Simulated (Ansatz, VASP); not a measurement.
**Two plane-wave programs on BN**

Contents of INCAR:

```
ALGO     = Normal         # electronic algorithm
EDIFF    = 1E-6           # SCF threshold, eV
ENCUT    = 520            # plane-wave cutoff, eV
GGA      = PE             # functional
ISIF     = 2              # what is computed and relaxed
ISMEAR   = 0              # smearing method
LASPH    = T              # aspherical terms in the spheres
LCHARG   = T              # write CHGCAR
LELF     = T              # ELF
LREAL    = F              # projectors in reciprocal space
LVHAR    = T            
LWAVE    = F              # write WAVECAR
NBANDS   = 26             # bands
NELM     = 80             # most SCF steps
PREC     = Accurate       # precision mode
SIGMA    = 0.1            # smearing width, eV
```

Contents of KPOINTS:

```
k-points
0
Gamma
  6 6 6
```

File POSCAR:

```
BN
1.0
    0.0000000000      3.3019145600      3.3019145600
    2.4119768200      0.0000000000      3.3019145600
    2.4119768200      3.3019145600      0.0000000000
B N
4 4
Direct
    0.0910748800      0.0910748800      0.4089251200
    0.4089251200      0.4089251200      0.0910748800
    0.1589251200      0.1589251200      0.8410748800
    0.8410748800      0.8410748800      0.1589251200
    0.1589251200      0.8410748800      0.1589251200
    0.8410748800      0.1589251200      0.8410748800
    0.0910748800      0.4089251200      0.0910748800
    0.4089251200      0.0910748800      0.4089251200
```

Input for Ansatz:

```yaml
crystal:
  lattice:
    - [0.0, 3.30191456, 3.30191456]
    - [2.41197682, 0.0, 3.30191456]
    - [2.41197682, 3.30191456, 0.0]
  atoms:
    - { symbol: B, position: [0.09107488, 0.09107488, 0.40892512] }
    - { symbol: B, position: [0.40892512, 0.40892512, 0.09107488] }
    - { symbol: B, position: [0.15892512, 0.15892512, 0.84107488] }
    - { symbol: B, position: [0.84107488, 0.84107488, 0.15892512] }
    - { symbol: "N", position: [0.15892512, 0.84107488, 0.15892512] }
    - { symbol: "N", position: [0.84107488, 0.15892512, 0.84107488] }
    - { symbol: "N", position: [0.09107488, 0.40892512, 0.09107488] }
    - { symbol: "N", position: [0.40892512, 0.09107488, 0.40892512] }
basis:
  ecutwfc: 420
kpoints:
  mp_grid: { grid: [6, 6, 6] }
hamiltonian:
  xc: pbe
scf:
  occupations: { method: gaussian, width: 0.1 }
  lower_state_search: "off"
output:
  forces: true
  stress: true
  eigenvalues: true
```

Alike in both runs: task single point; functional PBE; k mesh 6 × 6 × 6; occupations gaussian, width 0.1 eV; no spin polarisation.

```csv
,VASP,Ansatz
version,VASP 6.6.1,Ansatz 0.2.0
potentials or method,"VASP PAW PBE potentials, release 64 (B, N), cutoff 520 eV","scalar-relativistic, plane waves, PAW"
valence electrons in the cell,32,32
```

|  | VASP | Ansatz | Ansatz less VASP |
| --- | --- | --- | --- |
| gap on the k mesh at the Fermi level (eV) | 4.82 | 4.83 | +0.017 |
| least direct gap on the mesh (eV) | 5.11 | 5.13 | +0.022 |
| rms of the force components (eV/Å) | 2.699 | 2.675 | -0.0239 |

Atom by atom the forces differ by 0.032 eV/Å (rms over components). The functional is the same, so the differences come from potentials, cutoffs and numerics.
